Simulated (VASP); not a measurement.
# Na (Im-3m) in VASP: notebook

Runs on Na. Level: PBE. Tasks: single point.

Everything below comes from runs of VASP 6.6.1. Logs are shortened: lines on timing, memory, paths and dates and some standing lists are left out, and cuts for length are marked.

## Step 1: The cell of the first run

It takes space group Im-3m (No. 229, cubic). The conventional cell has a = 4.108 Å, b = 4.108 Å, c = 4.108 Å, α = 90.00°, β = 90.00°, γ = 90.00°. Within 4.7 Å of Na (site symmetry m-3m) lie 14 Na at 3.56 to 4.11 Å.

## Step 2: Single point, PBE (strain -0.030 along x and y, -0.030 along z)

Contents of INCAR:

```
PREC     = Accurate       # precision mode
ENCUT    = 520            # plane-wave cutoff, eV
EDIFF    = 1E-7           # SCF threshold, eV
ISMEAR   = 0              # smearing method
SIGMA    = 0.15           # smearing width, eV
LREAL    = F              # projectors in reciprocal space
LASPH    = T              # aspherical terms in the spheres
NELM     = 60             # most SCF steps
ALGO     = Normal         # electronic algorithm
ISIF     = 2              # what is computed and relaxed
LWAVE    = F              # write WAVECAR
LCHARG   = F              # write CHGCAR
GGA      = PE             # functional
NBANDS   = 10             # bands
```

Contents of KPOINTS:

```
regular mesh
0
Gamma
  16 16 16
```

Contents of POSCAR:

```
Na
1.0
   -2.0539750000      2.0539750000      2.0539750000
    2.0539750000     -2.0539750000      2.0539750000
    2.0539750000      2.0539750000     -2.0539750000
Na
1
Direct
    0.0000000000      0.0000000000      0.0000000000
```

Potentials or basis: VASP PAW PBE potentials, release 64 (Na_pv).

The run is started by

```sh
$ cat potpaw_PBE.64/Na_pv/POTCAR > POTCAR
$ mpirun -np 1 vasp_std > vasp.out
```

OUTCAR:

```text
PREC = Accurate
   ENCUT = 520
   EDIFF = 1E-7
   ISMEAR = 0
   LREAL = F
   LASPH = T
   NELM = 60
   ISIF = 2
   GGA = PE

 ion  position               nearest neighbor table
   1  0.000  0.000  0.000-

  LATTYP: Found a body centered cubic cell.
 ALAT       =     4.1079500000

  Lattice vectors:

 A1 = (  -2.0539750000,   2.0539750000,   2.0539750000)
 A2 = (   2.0539750000,  -2.0539750000,   2.0539750000)
 A3 = (   2.0539750000,   2.0539750000,  -2.0539750000)

Analysis of symmetry for initial positions (statically):
=====================================================================
 Subroutine PRICEL returns:
 Original cell was already a primitive cell.

 Routine SETGRP: Setting up the symmetry group for a
 body centered cubic supercell.

 Subroutine GETGRP returns: Found 48 space group operations
 (whereof 48 operations were pure point group operations)
 out of a pool of 48 trial point group operations.

The static configuration has the point symmetry O_h .

Analysis of symmetry for dynamics (positions and initial velocities):
=====================================================================
 Subroutine PRICEL returns:
 Original cell was already a primitive cell.

 Routine SETGRP: Setting up the symmetry group for a
 body centered cubic supercell.

 Subroutine GETGRP returns: Found 48 space group operations
 (whereof 48 operations were pure point group operations)
 out of a pool of 48 trial point group operations.

The dynamic configuration has the point symmetry O_h .

 Subroutine INISYM returns: Found 48 space group operations
 (whereof 48 operations are pure point group operations),
 and found     1 'primitive' translations

----------------------------------------------------------------------------------------

                                     Primitive cell

  volume of cell :      34.6613

  direct lattice vectors                    reciprocal lattice vectors
    -2.053975000  2.053975000  2.053975000     0.000000000  0.243430421  0.243430421
     2.053975000 -2.053975000  2.053975000     0.243430421  0.000000000  0.243430421
     2.053975000  2.053975000 -2.053975000     0.243430421  0.243430421  0.000000000

  length of vectors
     3.557589057  3.557589057  3.557589057     0.344262604  0.344262604  0.344262604

  position of ions in fractional coordinates (direct lattice)
     0.000000000  0.000000000  0.000000000

  ion indices of the primitive-cell ions
   primitive index   ion index
                 1           1

----------------------------------------------------------------------------------------

 KPOINTS: regular mesh

Automatic generation of k-mesh.
 Grid dimensions read from file:
 generate k-points for:   16   16   16

 Generating k-lattice:

  Cartesian coordinates                     Fractional coordinates (reciprocal lattice)
     0.000000000  0.015214401  0.015214401     0.062500000  0.000000000  0.000000000
     0.015214401  0.000000000  0.015214401     0.000000000  0.062500000  0.000000000
     0.015214401  0.015214401  0.000000000     0.000000000  0.000000000  0.062500000

  Length of vectors
     0.021516413  0.021516413  0.021516413

  Shift w.r.t. Gamma in fractional coordinates (k-lattice)
     0.000000000  0.000000000  0.000000000

 Subroutine IBZKPT returns following result:
 ===========================================

 Found    145 irreducible k-points:

 Following reciprocal coordinates:
            Coordinates               Weight
  0.000000  0.000000  0.000000      1.000000
  0.062500  0.000000  0.000000     12.000000
  0.125000  0.000000  0.000000     12.000000
  0.187500  0.000000  0.000000     12.000000
  0.250000  0.000000  0.000000     12.000000
  0.312500  0.000000  0.000000     12.000000
[... 16 lines left out ...]
  0.187500  0.187500  0.000000     24.000000
  0.250000  0.187500  0.000000     48.000000
 [... further k-points ...]
   k-points           NKPTS =    145   k-points in BZ     NKDIM =    145   number of bands    NBANDS=     10
   number of dos      NEDOS =    301   number of ions     NIONS =      1
   total plane-waves  NPLWV =  21952
   dimension x,y,z NGX =    28 NGY =   28 NGZ =   28
   dimension x,y,z NGXF=    56 NGYF=   56 NGZF=   56
   ions per type =               1
   NGX,Y,Z   is equivalent  to a cutoff of  13.08, 13.08, 13.08 a.u.
   NGXF,Y,Z  is equivalent  to a cutoff of  26.17, 26.17, 26.17 a.u.
 SYSTEM =  unknown system
   PREC   = accura    normal or accurate (medium, high low for compatibility)
   ISTART =      0    job   : 0-new  1-cont  2-samecut
   ICHARG =      2    charge: 1-file 2-atom 10-const
   ISPIN  =      1    spin polarized calculation?
   LNONCOLLINEAR =      F non collinear calculations
   LSORBIT =      F    spin-orbit coupling
   LASPH  =      T    aspherical Exc in radial PAW
   ENCUT  =  520.0 eV  38.22 Ry    6.18 a.u.   6.61  6.61  6.61*2*pi/ulx,y,z
   NELM   =     60;   NELMIN=  2; NELMDL= -5     # of ELM steps
   EDIFF  = 0.1E-06   stopping-criterion for ELM
   LREAL  =      F    real-space projection
   EDIFFG = 0.1E-05   stopping-criterion for IOM
   NSW    =      0    number of steps for IOM
   IBRION =     -1    ionic relax: 0-MD 1-quasi-New 2-CG
   NFREE  =      0    steps in history (QN), initial steepest desc. (CG)
   ISIF   =      2    stress and relaxation
   ISYM   =      2    0-nonsym 1-usesym 2-fastsym
   POTIM  = 0.5000    time-step for ionic-motion
   TEBEG  =    0.0;   TEEND  =   0.0 temperature during run
   PSTRESS=    0.0 pullay stress
   NELECT =       7.0000    total number of electrons
   NUPDOWN=      -1.0000    fix difference up-down
   EMIN   =  10.00;   EMAX   =-10.00  energy-range for DOS
   EFERMI =   0.00;   METHOD = LEGACY
   ISMEAR =     0;   SIGMA  =   0.15  broadening in eV -4-tet -1-fermi 0-gaus
   EFERMI_NEDOS =   21; number of points for ismear=-14 and -15
   IALGO  =     38    algorithm
   IMIX   =      4    mixing-type and parameters
     AMIX     =   0.40;   BMIX     =  1.00
     AMIX_MAG =   1.60;   BMIX_MAG =  1.00
  volume/ion in A,a.u.               =      34.66       233.91
  Fermi-wavevector in a.u.,A,eV,Ry     =   0.960489  1.815061 12.551905  0.922539
  Thomas-Fermi vector in A             =   2.089778
   LORBIT       =      0    0 simple, 1 ext, 2 COOP (PROOUT), +10 PAW based schemes
   GGA     = PE    functional components
   LHFCALC =     F    Hartree Fock is set to
   AEXX    =    0.0000 exact exchange contribution
   IVDW    =     0    specifies the selected vdW correction
   LEPSILON=     F    determine dielectric tensor
   LRPA    =     F    only Hartree local field effects (RPA)
 non-spin polarized calculation
 Gauss-broadening in eV      SIGMA  =   0.15
  energy-cutoff  :      520.00
  volume of cell :       34.66
 maximum number of plane-waves:       959
   NGX = 13   NGY = 13   NGZ = 13

 number of electron       6.9999990 magnetization

 Free energy of the ion-electron system (eV)
  ---------------------------------------------------
  ext. energy  EPLUGINS =         0.00000000
  ---------------------------------------------------
  free energy    TOTEN  =        -1.31018020 eV

  energy without entropy =       -1.30526736  energy(sigma->0) =       -1.30772378

 E-fermi :   0.5329     XC(G=0):  -6.6801

 val. band max:        0.5222141781   @ k =  -0.3750   0.4375   0.1250
 cond. band min:       0.5849347306   @ k =  -0.4375   0.4375   0.0625
 fundamental gap:      0.0627205524
 Fermi energy:         0.5328817847

 k-point     1 :       0.0000    0.0000    0.0000
  band No.  band energies     occupation
      1     -24.3228      2.00000
      2     -24.3228      2.00000
      3     -24.3228      2.00000
      4      -2.8930      2.00000
      5      12.7052      0.00000
      6      12.7052      0.00000
      7      12.7052      0.00000
      8      13.7451      0.00000
      9      13.7451      0.00000
     10      14.3315      0.00000

 k-point     2 :       0.0625    0.0000    0.0000
  band No.  band energies     occupation
      1     -24.3245      2.00000
      2     -24.3234      2.00000
      3     -24.3228      2.00000
      4      -2.8207      2.00000
      5      11.7169      0.00000
      6      12.2098      0.00000
      7      12.4440      0.00000
      8      13.1238      0.00000
      9      13.2439      0.00000
     10      14.7780      0.00000

 k-point     3 :       0.1250    0.0000    0.0000
  band No.  band energies     occupation
      1     -24.3295      2.00000
      2     -24.3250      2.00000
      3     -24.3228      2.00000
      4      -2.6047      2.00000
      5      10.0258      0.00000
      6      11.4269      0.00000
      7      11.9316      0.00000
      8      12.3603      0.00000
      9      13.0274      0.00000
     10      14.8591      0.00000

 k-point     4 :       0.1875    0.0000    0.0000
  band No.  band energies     occupation
      1     -24.3369      2.00000
      2     -24.3274      2.00000
      3     -24.3228      2.00000
      4      -2.2468      2.00000
      5       8.3613      0.00000
      6      10.7074      0.00000
      7      11.4158      0.00000
      8      11.6979      0.00000
      9      12.7079      0.00000
     10      15.0532      0.00000
[... 222 lines left out ...]
 k-point    22 :       0.4375    0.1250   -0.0000
  band No.  band energies     occupation
      1     -24.3657      2.00000
      2     -24.3399      2.00000
      3     -24.3251      2.00000
      4       1.4944      0.00000
      5       2.0270      0.00000
      6       7.0374      0.00000
      7       9.4487      0.00000
      8      11.3231      0.00000
      9      13.5809      0.00000
     10      16.0186      0.00000

 k-point    23 :       0.1875    0.1875    0.0000
  band No.  band energies     occupation
      1     -24.3533      2.00000
      2     -24.3335      2.00000
      3     -24.3259      2.00000
      4      -0.9800      2.00000
      5       6.1022      0.00000
      6       6.9222      0.00000
      7       9.9294      0.00000
      8      12.3760      0.00000
      9      13.4475      0.00000
     10      15.9615      0.00000

 k-point    24 :       0.2500    0.1875    0.0000
  band No.  band energies     occupation
      1     -24.3580      2.00000
      2     -24.3373      2.00000
      3     -24.3265      2.00000
      4      -0.2906      2.00000
      5       4.9560      0.00000
      6       6.2878      0.00000
      7       9.5568      0.00000
      8      12.3169      0.00000
      9      13.7510      0.00000
     10      15.7380      0.00000

 [... further k-points ...]
[... 5 lines left out ...]
  --------------------------------------------------------------------------------------
  -------------------------------------------------------------------------------------
  Total        0.1146387      0.1146387      0.1146387      0.0000000     -0.0000000      0.0000000
  in kB        5.2990292      5.2990292      5.2990292      0.0000000     -0.0000000      0.0000000
  external PRESSURE =       5.2990292 kB  Pullay stress =       0.0000000 kB

 VOLUME and BASIS-vectors are now :
 -----------------------------------------------------------------------------
  energy-cutoff  :      520.00
  volume of cell :       34.66
      direct lattice vectors                 reciprocal lattice vectors
    -2.053975000  2.053975000  2.053975000     0.000000000  0.243430421  0.243430421
     2.053975000 -2.053975000  2.053975000     0.243430421  0.000000000  0.243430421
     2.053975000  2.053975000 -2.053975000     0.243430421  0.243430421  0.000000000

 POSITION                                       TOTAL-FORCE (eV/Angst)
 -----------------------------------------------------------------------------------
      0.00000      0.00000      0.00000         0.000000      0.000000      0.000000
 -----------------------------------------------------------------------------------
    total drift:                                0.000000     -0.000000      0.000000

  FREE ENERGIE OF THE ION-ELECTRON SYSTEM (eV)
  ---------------------------------------------------
  free  energy   TOTEN  =        -1.3101801980 eV

  energy  without entropy=       -1.3052673627  energy(sigma->0) =       -1.30772378
```

It took 32 s on 1 thread of AMD EPYC 7R43 (Zen 3), shared host; peak memory 0.14 GiB.

Results:

| Property | Result |
| --- | --- |
| Free energy | -1.3102 eV |
| Pressure | 0.5 GPa |

Caveat: the cell differs from its parent crystal (strain -0.030 along x and y, -0.030 along z).

(Continued in part 2 of 2.)
